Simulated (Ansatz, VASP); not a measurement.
**One calculation of InAs, two programs**

```xyz
2
Lattice="0.0000 3.0180 3.0180 3.0180 0.0000 3.0180 3.0180 3.0180 0.0000" Properties=species:S:1:pos:R:3 pbc="T T T"
In    0.0000    0.0000    0.0000
As    4.5270    4.5270    4.5270
```

Alike in both runs: task relaxation of cell and atoms; functional PBE; k mesh 8 × 8 × 8; occupations fermi-dirac, width 0.05 eV; no spin polarisation.

|  | VASP | Ansatz |
| --- | --- | --- |
| version | VASP 6.6.1 | Ansatz 0.2.0 |
| potentials or method | VASP PAW PBE potentials, release 64 (In_d, As), cutoff 600 eV | all-electron LAPW, scalar-relativistic |

|  | VASP | Ansatz | Ansatz less VASP |
| --- | --- | --- | --- |
| relaxed volume (Å³/atom) | 29.63 | 29.61 | -0.024 |
| relaxed cell length with the largest relative difference (Å) | 4.376 | 4.375 | -0.0012 |

Ansatz ran all-electron here, and VASP with PAW potentials.
